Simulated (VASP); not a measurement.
A run of VASP 6.6.1 is set up as follows.

The input INCAR:

```
ALGO = Normal
EDIFF = 1E-8
ENCUT = 520
GGA = PE
ISIF = 2
ISMEAR = -1
ISYM = 0
LASPH = T
LCHARG = F
LEFG = T
LREAL = F
LWAVE = F
NBANDS = 12
NELM = 80
PREC = Accurate
SIGMA = 0.05
```

KPOINTS

```
k-points
0
Gamma
  14 14 16
```

File POSCAR:

```
Ga
1.0
   -1.4224758030      1.4224758030      2.2583323111
    1.4224758030     -1.4224758030      2.2583323111
    1.4224758030      1.4224758030     -2.2583323111
Ga
1
Direct
    0.0000000000      0.0000000000      0.0000000000
```

Potentials or basis: VASP PAW PBE potentials, release 64 (Ga_d).

Launch:

```bash
$ cat potpaw_PBE.64/Ga_d/POTCAR > POTCAR
$ mpirun -np 1 vasp_std > vasp.out
```

**Question.** Estimate the pressure.

**Answer.** 1.9 GPa.

Electric field gradients, principal values (V/Å²):
```tsv
atom	least	middle	greatest (by size)
1 Ga	-9.217	-10.067	19.284
```

Caveat: without QUAD_EFG the Cq values of the log hold for a quadrupole moment of 1 mb, not for the nuclei.
